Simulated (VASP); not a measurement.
# CoSn (P6/mmm) in VASP: notebook

Runs on CoSn. Level: PBE. Tasks: single point.

All numbers are computed with VASP 6.6.1; they aren't measurements. Logs are shortened: lines on timing, memory, paths and dates and some standing lists are left out, and cuts for length are marked.

## (1) The cell of the first run

Symmetry: P6/mmm, No. 191, hexagonal system. Conventional cell: a = 5.296 Å, b = 5.296 Å, c = 4.231 Å, α = 90.00°, β = 90.00°, γ = 120.00°. Co (site symmetry mmm) has 6 Sn at 2.61 to 2.65 Å and 4 Co at 2.65 Å within 3.4 Å. Within 3.4 Å of Sn (site symmetry -6m2) lie 6 Co at 2.61 Å and 3 Sn at 3.06 Å. Within 3.5 Å of Sn (site symmetry 6/mmm) lie 6 Co at 2.65 Å.

## (2) Single point, PBE

File INCAR:

```
ALGO     = Fast           # electronic algorithm
EDIFF    = 1E-7           # SCF threshold, eV
ENCUT    = 520            # plane-wave cutoff, eV
GGA      = PE             # functional
ISIF     = 2              # what is computed and relaxed
ISMEAR   = 0              # smearing method
LASPH    = True           # aspherical terms in the spheres
LCHARG   = True           # write CHGCAR
LELF     = True           # ELF
LREAL    = False          # projectors in reciprocal space
LVHAR    = True         
LWAVE    = False          # write WAVECAR
NBANDS   = 44             # bands
NELM     = 100            # most SCF steps
PREC     = Accurate       # precision mode
SIGMA    = 0.05           # smearing width, eV
```

File KPOINTS:

```
k-points
0
Gamma
  10 10 10
```

File POSCAR:

```
CoSn
1.0
    5.2956843792      0.0000000000      0.0000000000
   -2.6478421896      4.5861972028      0.0000000000
    0.0000000000      0.0000000000      4.2312016981
Co Sn
3 3
Direct
    0.0000000000      0.5000000000      0.0000000000
    0.5000000000      0.5000000000      0.0000000000
    0.5000000000      0.0000000000      0.0000000000
    0.6666666667      0.3333333333      0.5000000000
    0.3333333333      0.6666666667      0.5000000000
    0.0000000000      0.0000000000      0.0000000000
```

Potentials or basis: VASP PAW PBE potentials, release 64 (Co, Sn_d).

Started as:

```
> cat potpaw_PBE.64/Co/POTCAR potpaw_PBE.64/Sn_d/POTCAR > POTCAR
> mpirun -np 1 vasp_std > vasp.out
```

OUTCAR:

```text
EDIFF = 1E-7
   ENCUT = 520
   GGA = PE
   ISIF = 2
   ISMEAR = 0
   LASPH = True
   LREAL = False
   NELM = 100
   PREC = Accurate

 ion  position               nearest neighbor table
   1  0.000  0.500  0.000-   4 2.61   5 2.61   4 2.61   5 2.61   3 2.65   6 2.65   6 2.65   3 2.65
                             2 2.65   2 2.65
   2  0.500  0.500  0.000-   4 2.61   5 2.61   4 2.61   5 2.61   3 2.65   6 2.65   3 2.65   6 2.65
                             1 2.65   1 2.65
   3  0.500  0.000  0.000-   4 2.61   5 2.61   4 2.61   5 2.61   1 2.65   2 2.65   2 2.65   1 2.65
                             6 2.65   6 2.65
   4  0.667  0.333  0.500-   3 2.61   3 2.61   1 2.61   1 2.61   2 2.61   2 2.61   5 3.06   5 3.06
                             5 3.06   6 3.72   6 3.72   6 3.72   6 3.72   6 3.72   6 3.72
   5  0.333  0.667  0.500-   3 2.61   3 2.61   1 2.61   1 2.61   2 2.61   2 2.61   4 3.06   4 3.06
                             4 3.06   6 3.72   6 3.72   6 3.72   6 3.72   6 3.72   6 3.72
   6  0.000  0.000  0.000-   1 2.65   2 2.65   1 2.65   2 2.65   3 2.65   3 2.65   5 3.72   4 3.72
                             5 3.72   4 3.72   4 3.72   4 3.72   5 3.72   5 3.72   4 3.72   5 3.72

  LATTYP: Found a hexagonal cell.
 ALAT       =     5.2956843792
 C/A-ratio  =     0.7989905355

  Lattice vectors:

 A1 = (   5.2956843792,   0.0000000000,   0.0000000000)
 A2 = (  -2.6478421896,   4.5861972028,   0.0000000000)
 A3 = (   0.0000000000,   0.0000000000,   4.2312016981)

Analysis of symmetry for initial positions (statically):
=====================================================================
 Subroutine PRICEL returns:
 Original cell was already a primitive cell.

 Routine SETGRP: Setting up the symmetry group for a
 hexagonal supercell.

 Subroutine GETGRP returns: Found 24 space group operations
 (whereof 24 operations were pure point group operations)
 out of a pool of 24 trial point group operations.

The static configuration has the point symmetry D_6h.

Analysis of symmetry for dynamics (positions and initial velocities):
=====================================================================
 Subroutine PRICEL returns:
 Original cell was already a primitive cell.

 Routine SETGRP: Setting up the symmetry group for a
 hexagonal supercell.

 Subroutine GETGRP returns: Found 24 space group operations
 (whereof 24 operations were pure point group operations)
 out of a pool of 24 trial point group operations.

The dynamic configuration has the point symmetry D_6h.

 Subroutine INISYM returns: Found 24 space group operations
 (whereof 24 operations are pure point group operations),
 and found     1 'primitive' translations

----------------------------------------------------------------------------------------

                                     Primitive cell

  volume of cell :     102.7634

  direct lattice vectors                    reciprocal lattice vectors
     5.295684379  0.000000000  0.000000000     0.188833006  0.109022787  0.000000000
    -2.647842190  4.586197203  0.000000000     0.000000000  0.218045574  0.000000000
     0.000000000  0.000000000  4.231201698     0.000000000  0.000000000  0.236339478

  length of vectors
     5.295684379  5.295684379  4.231201698     0.218045574  0.218045574  0.236339478

  position of ions in fractional coordinates (direct lattice)
     0.000000000  0.500000000  0.000000000
     0.500000000  0.500000000  0.000000000
     0.500000000  0.000000000  0.000000000
     0.666666667  0.333333333  0.500000000
     0.333333333  0.666666667  0.500000000
     0.000000000  0.000000000  0.000000000

  ion indices of the primitive-cell ions
   primitive index   ion index
                 1           1
                 2           2
                 3           3
                 4           4
                 5           5
                 6           6

----------------------------------------------------------------------------------------

 KPOINTS: k-points

Automatic generation of k-mesh.
 Grid dimensions read from file:
 generate k-points for:   10   10   10

 Generating k-lattice:

  Cartesian coordinates                     Fractional coordinates (reciprocal lattice)
     0.018883301  0.010902279  0.000000000     0.100000000  0.000000000  0.000000000
     0.000000000  0.021804557  0.000000000     0.000000000  0.100000000  0.000000000
     0.000000000  0.000000000  0.023633948     0.000000000  0.000000000  0.100000000

  Length of vectors
     0.021804557  0.021804557  0.023633948

  Shift w.r.t. Gamma in fractional coordinates (k-lattice)
     0.000000000  0.000000000  0.000000000

 Subroutine IBZKPT returns following result:
 ===========================================

 Found     84 irreducible k-points:

 Following reciprocal coordinates:
            Coordinates               Weight
  0.000000  0.000000  0.000000      1.000000
  0.100000  0.000000  0.000000      6.000000
  0.200000  0.000000  0.000000      6.000000
  0.300000  0.000000  0.000000      6.000000
  0.400000  0.000000  0.000000      6.000000
  0.500000  0.000000  0.000000      3.000000
[... 16 lines left out ...]
  0.300000  0.100000  0.100000     24.000000
  0.400000  0.100000  0.100000     24.000000
 [... further k-points ...]
   k-points           NKPTS =     84   k-points in BZ     NKDIM =     84   number of bands    NBANDS=     44
   number of dos      NEDOS =    301   number of ions     NIONS =      6
   total plane-waves  NPLWV =  51200
   dimension x,y,z NGX =    40 NGY =   40 NGZ =   32
   dimension x,y,z NGXF=    80 NGYF=   80 NGZF=   64
   ions per type =               3   3
   NGX,Y,Z   is equivalent  to a cutoff of  12.56, 12.56, 12.57 a.u.
   NGXF,Y,Z  is equivalent  to a cutoff of  25.11, 25.11, 25.15 a.u.
 SYSTEM =  unknown system
   PREC   = accura    normal or accurate (medium, high low for compatibility)
   ISTART =      0    job   : 0-new  1-cont  2-samecut
   ICHARG =      2    charge: 1-file 2-atom 10-const
   ISPIN  =      1    spin polarized calculation?
   LNONCOLLINEAR =      F non collinear calculations
   LSORBIT =      F    spin-orbit coupling
   LASPH  =      T    aspherical Exc in radial PAW
   ENCUT  =  520.0 eV  38.22 Ry    6.18 a.u.   9.85  9.85  7.87*2*pi/ulx,y,z
   NELM   =    100;   NELMIN=  2; NELMDL= -5     # of ELM steps
   EDIFF  = 0.1E-06   stopping-criterion for ELM
   LREAL  =      F    real-space projection
   EDIFFG = 0.1E-05   stopping-criterion for IOM
   NSW    =      0    number of steps for IOM
   IBRION =     -1    ionic relax: 0-MD 1-quasi-New 2-CG
   NFREE  =      0    steps in history (QN), initial steepest desc. (CG)
   ISIF   =      2    stress and relaxation
   ISYM   =      2    0-nonsym 1-usesym 2-fastsym
   POTIM  = 0.5000    time-step for ionic-motion
   TEBEG  =    0.0;   TEEND  =   0.0 temperature during run
   PSTRESS=    0.0 pullay stress
   NELECT =      69.0000    total number of electrons
   NUPDOWN=      -1.0000    fix difference up-down
   EMIN   =  10.00;   EMAX   =-10.00  energy-range for DOS
   EFERMI =   0.00;   METHOD = LEGACY
   ISMEAR =     0;   SIGMA  =   0.05  broadening in eV -4-tet -1-fermi 0-gaus
   EFERMI_NEDOS =   21; number of points for ismear=-14 and -15
   IALGO  =     68    algorithm
   IMIX   =      4    mixing-type and parameters
     AMIX     =   0.40;   BMIX     =  1.00
     AMIX_MAG =   1.60;   BMIX_MAG =  1.00
  volume/ion in A,a.u.               =      17.13       115.58
  Fermi-wavevector in a.u.,A,eV,Ry     =   1.433546  2.709009 27.960715  2.055055
  Thomas-Fermi vector in A             =   2.553052
   LORBIT       =      0    0 simple, 1 ext, 2 COOP (PROOUT), +10 PAW based schemes
   GGA     = PE    functional components
   LHFCALC =     F    Hartree Fock is set to
   AEXX    =    0.0000 exact exchange contribution
   IVDW    =     0    specifies the selected vdW correction
   LEPSILON=     F    determine dielectric tensor
   LRPA    =     F    only Hartree local field effects (RPA)
 non-spin polarized calculation
 RMM-DIIS sequential band-by-band and
 Gauss-broadening in eV      SIGMA  =   0.05
  energy-cutoff  :      520.00
  volume of cell :      102.76
 maximum number of plane-waves:      2788
 NGX is ok and might be reduce to    40
   NGX = 19   NGY = 19   NGZ = 15

 number of electron      69.0000014 magnetization

 Free energy of the ion-electron system (eV)
  ---------------------------------------------------
  ext. energy  EPLUGINS =         0.00000000
  ---------------------------------------------------
  free energy    TOTEN  =       -33.25279988 eV

  energy without entropy =      -33.25107686  energy(sigma->0) =      -33.25193837

 E-fermi :   9.7529     XC(G=0): -11.7050

 val. band max:        9.7425041859   @ k =   0.2000   0.2000   0.3000
 cond. band min:       9.7753332573   @ k =   0.0000   0.0000   0.4000
 fundamental gap:      0.0328290714
 Fermi energy:         9.7528543596

 k-point     1 :       0.0000    0.0000    0.0000
  band No.  band energies     occupation
      1     -11.7548      2.00000
      2     -11.6426      2.00000
      3     -11.6426      2.00000
      4     -11.6229      2.00000
      5     -11.6229      2.00000
      6     -11.5202      2.00000
[... 36 lines left out ...]
     43      15.6255      0.00000
     44      16.3040      0.00000

 k-point     2 :       0.1000    0.0000    0.0000
  band No.  band energies     occupation
      1     -11.7540      2.00000
      2     -11.6434      2.00000
      3     -11.6427      2.00000
      4     -11.6310      2.00000
      5     -11.6273      2.00000
      6     -11.5340      2.00000
[... 36 lines left out ...]
     43      15.3610      0.00000
     44      15.4543      0.00000

 k-point     3 :       0.2000    0.0000    0.0000
  band No.  band energies     occupation
      1     -11.7522      2.00000
      2     -11.6485      2.00000
      3     -11.6455      2.00000
      4     -11.6422      2.00000
      5     -11.6391      2.00000
      6     -11.5448      2.00000
[... 36 lines left out ...]
     43      14.7599      0.00000
     44      15.2170      0.00000

 k-point     4 :       0.3000    0.0000    0.0000
  band No.  band energies     occupation
      1     -11.7500      2.00000
      2     -11.6658      2.00000
      3     -11.6531      2.00000
      4     -11.6479      2.00000
      5     -11.6404      2.00000
      6     -11.5490      2.00000
[... 882 lines left out ...]
     43      14.7515      0.00000
     44      15.9344      0.00000

 k-point    23 :       0.3000    0.1000    0.1000
  band No.  band energies     occupation
      1     -11.7476      2.00000
      2     -11.6844      2.00000
      3     -11.6532      2.00000
      4     -11.6422      2.00000
      5     -11.6374      2.00000
      6     -11.5558      2.00000
[... 36 lines left out ...]
     43      14.5090      0.00000
     44      15.6640      0.00000

 k-point    24 :       0.4000    0.1000    0.1000
  band No.  band energies     occupation
      1     -11.7467      2.00000
      2     -11.6931      2.00000
      3     -11.6554      2.00000
      4     -11.6439      2.00000
      5     -11.6377      2.00000
      6     -11.5573      2.00000
[... 36 lines left out ...]
     43      14.7561      0.00000
     44      16.1294      0.00000

 [... further k-points ...]
[... 5 lines left out ...]
  --------------------------------------------------------------------------------------
  -------------------------------------------------------------------------------------
  Total       -0.0108832     -0.0108832     -0.0807184      0.0000000      0.0000000      0.0000000
  in kB       -0.1696795     -0.1696795     -1.2584754      0.0000000      0.0000000      0.0000000
  external PRESSURE =      -0.5326115 kB  Pullay stress =       0.0000000 kB

 VOLUME and BASIS-vectors are now :
 -----------------------------------------------------------------------------
  energy-cutoff  :      520.00
  volume of cell :      102.76
      direct lattice vectors                 reciprocal lattice vectors
     5.295684379  0.000000000  0.000000000     0.188833006  0.109022787  0.000000000
    -2.647842190  4.586197203  0.000000000     0.000000000  0.218045574  0.000000000
     0.000000000  0.000000000  4.231201698     0.000000000  0.000000000  0.236339478

 POSITION                                       TOTAL-FORCE (eV/Angst)
 -----------------------------------------------------------------------------------
     -1.32392      2.29310      0.00000         0.000000     -0.000000      0.000000
      1.32392      2.29310      0.00000         0.000000     -0.000000      0.000000
      2.64784      0.00000      0.00000         0.000000     -0.000000      0.000000
      2.64784      1.52873      2.11560        -0.000000      0.000000      0.000000
     -0.00000      3.05746      2.11560         0.000000     -0.000000      0.000000
      0.00000      0.00000      0.00000         0.000000     -0.000000      0.000000
 -----------------------------------------------------------------------------------
    total drift:                               -0.000000      0.000000     -0.000000

  FREE ENERGIE OF THE ION-ELECTRON SYSTEM (eV)
  ---------------------------------------------------
  free  energy   TOTEN  =       -33.2527998819 eV

  energy  without entropy=      -33.2510768562  energy(sigma->0) =      -33.25193837
```

Run time: 11 min. Hardware: 1 thread of Intel Xeon 6975P-C, shared host; peak memory 0.43 GiB.

Results:

```yaml
Free_energy: -33.2528 eV
Pressure: -0.1 GPa
```

Stress tensor (GPa, compression positive):
```
-0.02  0.00  0.00
 0.00 -0.02  0.00
 0.00  0.00 -0.13
```

Caveat: spin-orbit coupling is left out, which moves the levels of the heavy elements. Spin polarisation is off, so any magnetic state and its effect on volume and gap are missing.

## (3) Single point, PBE

File INCAR:

```
SYSTEM = CoSn
ALGO = Fast
EDIFF = 1E-7
ENCUT = 520
GGA = PE
ISIF = 2
ISMEAR = 0
LASPH = .True.
LCHARG = .True.
LELF = .True.
LREAL = .False.
LVHAR = .True.
LWAVE = .False.
NBANDS = 44
NELM = 80
PREC = Accurate
SIGMA = 0.05
```

File KPOINTS:

```
k-points
0
Gamma
  10 10 10
  0 0 0
```

POSCAR is that of step 2.

Potentials or basis: VASP PAW PBE potentials, release 64 (Co, Sn_d).

Started as:

```
> cat potpaw_PBE.64/Co/POTCAR potpaw_PBE.64/Sn_d/POTCAR > POTCAR
> mpirun -np 1 vasp_std > vasp.out
```

Run time: 11 min. Hardware: 1 thread of Intel Xeon 6975P-C, shared host; peak memory 0.43 GiB.

It converged, with:

| Property | Result |
| --- | --- |
| Free energy | -33.2528 eV |
| Pressure | -0.1 GPa |

Stress tensor (GPa, compression positive):
```
-0.02  0.00  0.00
 0.00 -0.02  0.00
 0.00  0.00 -0.13
```

Levels at points of the mesh, in eV from the Fermi level:
```tsv
k point	band 32	band 33	band 34	band 35	band 36	band 37
(0.00, 0.00, 0.00)	-0.42	-0.39	-0.39	0.52	0.59	1.36
(0.50, 0.00, 0.00)	-0.40	-0.39	0.72	1.01	1.64	1.78
(0.00, 0.00, 0.50)	-0.49	-0.47	-0.47	-0.38	-0.38	-0.12
(0.50, 0.00, 0.50)	-0.67	-0.47	-0.42	-0.38	-0.13	0.44
```

Caveat: spin-orbit coupling is left out, which moves the levels of the heavy elements. Spin polarisation is off, so any magnetic state and its effect on volume and gap are missing.
